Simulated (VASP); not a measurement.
# In3As (Pm-3m) in VASP: single point with PBE

Aim: the single point of In3As with PBE.

Everything below comes from runs of VASP 6.6.1. Logs are shortened: lines on timing, memory, paths and dates and some standing lists are left out, and cuts for length are marked.

## (1) The cell of the first run

The structure is cubic, space group Pm-3m (No. 221). Conventional cell: a = 4.672 Å, b = 4.672 Å, c = 4.672 Å, α = 90.00°, β = 90.00°, γ = 90.00°. Within 4.3 Å of In (site symmetry 4/mmm) lie 8 In at 3.30 Å and 4 As at 3.30 Å. Within 4.3 Å of As (site symmetry m-3m) lie 12 In at 3.30 Å.

## (2) Single point, PBE

INCAR reads:

```
SYSTEM = In3As
PREC = Accurate
ENCUT = 500
EDIFF = 1E-6
ISMEAR = -1
SIGMA = 0.1
LREAL = .FALSE.
LASPH = .TRUE.
NELM = 120
ALGO = Normal
ISIF = 2
LWAVE = .FALSE.
LCHARG = .TRUE.
GGA = PE
LELF = .TRUE.
LVHAR = .TRUE.
NBANDS = 30
GGA_COMPAT = .FALSE.
```

KPOINTS reads:

```
regular mesh
0
G
  2 2 2
  0 0 0
```

POSCAR reads:

```
In3As
1.0
    4.6716810000      0.0000000000      0.0000000000
    0.0000000000      4.6716810000      0.0000000000
    0.0000000000      0.0000000000      4.6716810000
In As
3 1
Direct
    0.0000000000      0.5000000000      0.5000000000
    0.5000000000      0.0000000000      0.5000000000
    0.5000000000      0.5000000000      0.0000000000
    0.0000000000      0.0000000000      0.0000000000
```

Potentials or basis: VASP PAW PBE potentials, release 64 (In_d, As).

Started as:

```sh
$ cat potpaw_PBE.64/In_d/POTCAR potpaw_PBE.64/As/POTCAR > POTCAR
$ mpirun -np 1 vasp_std > vasp.out
```

OUTCAR:

```text
SYSTEM = In3As
   PREC = Accurate
   ENCUT = 500
   EDIFF = 1E-6
   ISMEAR = -1
   LREAL = .FALSE.
   LASPH = .TRUE.
   NELM = 120
   ISIF = 2
   GGA = PE

 ion  position               nearest neighbor table
   1  0.000  0.500  0.500-   2 3.30   3 3.30   4 3.30   3 3.30   4 3.30   2 3.30   4 3.30   4 3.30
                             2 3.30   3 3.30   3 3.30   2 3.30
   2  0.500  0.000  0.500-   1 3.30   3 3.30   4 3.30   3 3.30   4 3.30   1 3.30   3 3.30   3 3.30
                             1 3.30   4 3.30   4 3.30   1 3.30
   3  0.500  0.500  0.000-   1 3.30   2 3.30   4 3.30   1 3.30   2 3.30   2 3.30   4 3.30   2 3.30
                             1 3.30   4 3.30   1 3.30   4 3.30
   4  0.000  0.000  0.000-   1 3.30   2 3.30   3 3.30   1 3.30   2 3.30   1 3.30   3 3.30   1 3.30
                             2 3.30   3 3.30   2 3.30   3 3.30

  LATTYP: Found a simple cubic cell.
 ALAT       =     4.6716810000

  Lattice vectors:

 A1 = (   4.6716810000,   0.0000000000,   0.0000000000)
 A2 = (   0.0000000000,   4.6716810000,   0.0000000000)
 A3 = (   0.0000000000,   0.0000000000,   4.6716810000)

Analysis of symmetry for initial positions (statically):
=====================================================================
 Subroutine PRICEL returns:
 Original cell was already a primitive cell.

 Routine SETGRP: Setting up the symmetry group for a
 simple cubic supercell.

 Subroutine GETGRP returns: Found 48 space group operations
 (whereof 48 operations were pure point group operations)
 out of a pool of 48 trial point group operations.

The static configuration has the point symmetry O_h .

Analysis of symmetry for dynamics (positions and initial velocities):
=====================================================================
 Subroutine PRICEL returns:
 Original cell was already a primitive cell.

 Routine SETGRP: Setting up the symmetry group for a
 simple cubic supercell.

 Subroutine GETGRP returns: Found 48 space group operations
 (whereof 48 operations were pure point group operations)
 out of a pool of 48 trial point group operations.

The dynamic configuration has the point symmetry O_h .

 Subroutine INISYM returns: Found 48 space group operations
 (whereof 48 operations are pure point group operations),
 and found     1 'primitive' translations

----------------------------------------------------------------------------------------

                                     Primitive cell

  volume of cell :     101.9576

  direct lattice vectors                    reciprocal lattice vectors
     4.671681000  0.000000000  0.000000000     0.214055711  0.000000000  0.000000000
     0.000000000  4.671681000  0.000000000     0.000000000  0.214055711  0.000000000
     0.000000000  0.000000000  4.671681000     0.000000000  0.000000000  0.214055711

  length of vectors
     4.671681000  4.671681000  4.671681000     0.214055711  0.214055711  0.214055711

  position of ions in fractional coordinates (direct lattice)
     0.000000000  0.500000000  0.500000000
     0.500000000  0.000000000  0.500000000
     0.500000000  0.500000000  0.000000000
     0.000000000  0.000000000  0.000000000

  ion indices of the primitive-cell ions
   primitive index   ion index
                 1           1
                 2           2
                 3           3
                 4           4

----------------------------------------------------------------------------------------

 KPOINTS: regular mesh

Automatic generation of k-mesh.
 Grid dimensions read from file:
 generate k-points for:    2    2    2

 Generating k-lattice:

  Cartesian coordinates                     Fractional coordinates (reciprocal lattice)
     0.107027856  0.000000000  0.000000000     0.500000000  0.000000000  0.000000000
     0.000000000  0.107027856  0.000000000     0.000000000  0.500000000  0.000000000
     0.000000000  0.000000000  0.107027856     0.000000000  0.000000000  0.500000000

  Length of vectors
     0.107027856  0.107027856  0.107027856

  Shift w.r.t. Gamma in fractional coordinates (k-lattice)
     0.000000000  0.000000000  0.000000000

 Subroutine IBZKPT returns following result:
 ===========================================

 Found      4 irreducible k-points:

 Following reciprocal coordinates:
            Coordinates               Weight
  0.000000  0.000000  0.000000      1.000000
  0.500000  0.000000  0.000000      3.000000
  0.500000  0.500000  0.000000      3.000000
  0.500000  0.500000  0.500000      1.000000
   k-points           NKPTS =      4   k-points in BZ     NKDIM =      4   number of bands    NBANDS=     30
   number of dos      NEDOS =    301   number of ions     NIONS =      4
   total plane-waves  NPLWV =  46656
   dimension x,y,z NGX =    36 NGY =   36 NGZ =   36
   dimension x,y,z NGXF=    72 NGYF=   72 NGZF=   72
   ions per type =               3   1
   NGX,Y,Z   is equivalent  to a cutoff of  12.81, 12.81, 12.81 a.u.
   NGXF,Y,Z  is equivalent  to a cutoff of  25.62, 25.62, 25.62 a.u.
 SYSTEM =  In3As
   PREC   = accura    normal or accurate (medium, high low for compatibility)
   ISTART =      0    job   : 0-new  1-cont  2-samecut
   ICHARG =      2    charge: 1-file 2-atom 10-const
   ISPIN  =      1    spin polarized calculation?
   LNONCOLLINEAR =      F non collinear calculations
   LSORBIT =      F    spin-orbit coupling
   LASPH  =      T    aspherical Exc in radial PAW
   ENCUT  =  500.0 eV  36.75 Ry    6.06 a.u.   8.52  8.52  8.52*2*pi/ulx,y,z
   NELM   =    120;   NELMIN=  2; NELMDL= -5     # of ELM steps
   EDIFF  = 0.1E-05   stopping-criterion for ELM
   LREAL  =      F    real-space projection
   EDIFFG = 0.1E-04   stopping-criterion for IOM
   NSW    =      0    number of steps for IOM
   IBRION =     -1    ionic relax: 0-MD 1-quasi-New 2-CG
   NFREE  =      0    steps in history (QN), initial steepest desc. (CG)
   ISIF   =      2    stress and relaxation
   ISYM   =      2    0-nonsym 1-usesym 2-fastsym
   POTIM  = 0.5000    time-step for ionic-motion
   TEBEG  =    0.0;   TEEND  =   0.0 temperature during run
   PSTRESS=    0.0 pullay stress
   NELECT =      44.0000    total number of electrons
   NUPDOWN=      -1.0000    fix difference up-down
   EMIN   =  10.00;   EMAX   =-10.00  energy-range for DOS
   EFERMI =   0.00;   METHOD = LEGACY
   ISMEAR =    -1;   SIGMA  =   0.10  broadening in eV -4-tet -1-fermi 0-gaus
   EFERMI_NEDOS =   21; number of points for ismear=-14 and -15
   IALGO  =     38    algorithm
   IMIX   =      4    mixing-type and parameters
     AMIX     =   0.40;   BMIX     =  1.00
     AMIX_MAG =   1.60;   BMIX_MAG =  1.00
  volume/ion in A,a.u.               =      25.49       172.01
  Fermi-wavevector in a.u.,A,eV,Ry     =   1.237141  2.337858 20.823961  1.530518
  Thomas-Fermi vector in A             =   2.371720
   LORBIT       =      0    0 simple, 1 ext, 2 COOP (PROOUT), +10 PAW based schemes
   GGA     = PE    functional components
   LHFCALC =     F    Hartree Fock is set to
   AEXX    =    0.0000 exact exchange contribution
   IVDW    =     0    specifies the selected vdW correction
   LEPSILON=     F    determine dielectric tensor
   LRPA    =     F    only Hartree local field effects (RPA)
 non-spin polarized calculation
  energy-cutoff  :      500.00
  volume of cell :      101.96
 maximum number of plane-waves:      2624
 NGX is ok and might be reduce to    36
   NGX = 17   NGY = 17   NGZ = 17

 number of electron      43.9999975 magnetization

 Free energy of the ion-electron system (eV)
  ---------------------------------------------------
  ext. energy  EPLUGINS =         0.00000000
  ---------------------------------------------------
  free energy    TOTEN  =       -10.84658307 eV

  energy without entropy =      -10.67499692  energy(sigma->0) =      -10.76079000

 E-fermi :   6.6154     XC(G=0): -10.1471

 val. band max:        6.5742590209   @ k =   0.5000   0.0000   0.0000
 cond. band min:       6.6256291120   @ k =   0.5000   0.0000   0.0000
 fundamental gap:      0.0513700910
 Fermi energy:         6.6153514356

 k-point     1 :       0.0000    0.0000    0.0000
  band No.  band energies     occupation
      1      -8.1048      2.00000
      2      -8.0719      2.00000
      3      -8.0719      2.00000
      4      -8.0719      2.00000
      5      -7.8734      2.00000
      6      -7.8734      2.00000
      7      -7.7130      2.00000
      8      -7.7130      2.00000
      9      -7.7130      2.00000
     10      -7.6956      2.00000
     11      -7.6956      2.00000
     12      -7.5498      2.00000
     13      -7.5463      2.00000
     14      -7.5463      2.00000
     15      -7.5463      2.00000
     16      -4.5677      2.00000
     17       0.3580      2.00000
     18       3.7760      2.00000
     19       3.7760      2.00000
     20       3.7760      2.00000
     21       4.7510      2.00000
     22       4.7510      2.00000
     23       8.6861      0.00000
     24       8.6861      0.00000
     25       8.6861      0.00000
     26      11.2144      0.00000
     27      11.2144      0.00000
     28      11.2144      0.00000
     29      12.5662      0.00000
     30      13.8928      0.00000

 k-point     2 :       0.5000    0.0000    0.0000
  band No.  band energies     occupation
      1      -8.0517      2.00000
      2      -7.9628      2.00000
      3      -7.8527      2.00000
      4      -7.8527      2.00000
      5      -7.8491      2.00000
      6      -7.8190      2.00000
      7      -7.8149      2.00000
      8      -7.8149      2.00000
      9      -7.7620      2.00000
     10      -7.7334      2.00000
     11      -7.7059      2.00000
     12      -7.7059      2.00000
     13      -7.6972      2.00000
     14      -7.6431      2.00000
     15      -7.5462      2.00000
     16      -3.9377      2.00000
     17      -1.0913      2.00000
     18       2.2824      2.00000
     19       5.0576      2.00000
     20       5.0576      2.00000
     21       5.4294      1.99999
     22       6.5743      1.20262
     23       6.5743      1.20262
     24       6.6256      0.94866
     25       8.1356      0.00000
     26      11.2967      0.00000
     27      11.3218      0.00000
     28      11.3218      0.00000
     29      11.9157      0.00000
     30      12.9596      0.00000

 k-point     3 :       0.5000    0.5000    0.0000
  band No.  band energies     occupation
      1      -7.9367      2.00000
      2      -7.9367      2.00000
      3      -7.8945      2.00000
      4      -7.8247      2.00000
      5      -7.8236      2.00000
      6      -7.8134      2.00000
      7      -7.8134      2.00000
      8      -7.7840      2.00000
      9      -7.7840      2.00000
     10      -7.7785      2.00000
     11      -7.7329      2.00000
     12      -7.7315      2.00000
     13      -7.6616      2.00000
     14      -7.6612      2.00000
     15      -7.6612      2.00000
     16      -3.4851      2.00000
     17       0.7398      2.00000
     18       0.7398      2.00000
     19       0.7915      2.00000
     20       5.8768      1.99876
     21       6.2666      1.94064
     22       7.0747      0.02002
     23       7.0747      0.02002
     24       8.3484      0.00000
     25       8.5884      0.00000
     26       8.5884      0.00000
     27       8.7033      0.00000
     28      12.5361      0.00000
     29      12.5361      0.00000
     30      14.5706      0.00000

 k-point     4 :       0.5000    0.5000    0.5000
  band No.  band energies     occupation
      1      -7.9812      2.00000
      2      -7.9769      2.00000
      3      -7.9769      2.00000
      4      -7.9769      2.00000
      5      -7.8965      2.00000
      6      -7.8965      2.00000
      7      -7.8965      2.00000
      8      -7.7405      2.00000
      9      -7.7405      2.00000
     10      -7.7405      2.00000
     11      -7.6646      2.00000
     12      -7.6646      2.00000
     13      -7.5646      2.00000
     14      -7.5646      2.00000
     15      -7.5646      2.00000
     16      -3.0837      2.00000
     17       2.4156      2.00000
     18       2.4156      2.00000
     19       2.4156      2.00000
     20       2.7014      2.00000
     21       2.7014      2.00000
     22       2.7014      2.00000
     23       3.2023      2.00000
     24      11.3304      0.00000
     25      11.3304      0.00000
     26      11.3304      0.00000
     27      15.3519      0.00000
     28      15.3520      0.00000
     29      15.7722      0.00000
     30      15.7725      0.00000

------------------------ aborting loop because EDIFF is reached ----------------------------------------

  FORCE on cell =-STRESS in cart. coord.  units (eV):
  Direction    XX          YY          ZZ          XY          YZ          ZX
  --------------------------------------------------------------------------------------
  -------------------------------------------------------------------------------------
  Total        0.9506510      0.9506510      0.9506510     -0.0000000     -0.0000000      0.0000000
  in kB       14.9386782     14.9386782     14.9386782     -0.0000000     -0.0000000      0.0000000
  external PRESSURE =      14.9386782 kB  Pullay stress =       0.0000000 kB

 VOLUME and BASIS-vectors are now :
 -----------------------------------------------------------------------------
  energy-cutoff  :      500.00
  volume of cell :      101.96
      direct lattice vectors                 reciprocal lattice vectors
     4.671681000  0.000000000  0.000000000     0.214055711  0.000000000  0.000000000
     0.000000000  4.671681000  0.000000000     0.000000000  0.214055711  0.000000000
     0.000000000  0.000000000  4.671681000     0.000000000  0.000000000  0.214055711

 POSITION                                       TOTAL-FORCE (eV/Angst)
 -----------------------------------------------------------------------------------
      0.00000      2.33584      2.33584         0.000000      0.000000      0.000000
      2.33584      0.00000      2.33584         0.000000      0.000000      0.000000
      2.33584      2.33584      0.00000         0.000000      0.000000      0.000000
      0.00000      0.00000      0.00000         0.000000      0.000000      0.000000
 -----------------------------------------------------------------------------------
    total drift:                                0.000000      0.000000      0.000000

  FREE ENERGIE OF THE ION-ELECTRON SYSTEM (eV)
  ---------------------------------------------------
  free  energy   TOTEN  =       -10.8465830725 eV

  energy  without entropy=      -10.6749969188  energy(sigma->0) =      -10.76079000
```

Wall time 17 s (1 thread of Intel Xeon Platinum 8488C (Sapphire Rapids), shared host); peak memory 0.2 GiB.

What came out:

```yaml
Free_energy: -10.8466 eV
Pressure: 1.5 GPa
Band_gap_on_the_k_mesh: zero (band 22 reaches 7.07 eV, above the bottom of band 23 at 3.20 eV)
```

Caveat: the k points lie up to 0.67 Å⁻¹ apart; spin-orbit coupling is left out, which moves the levels of the heavy elements.
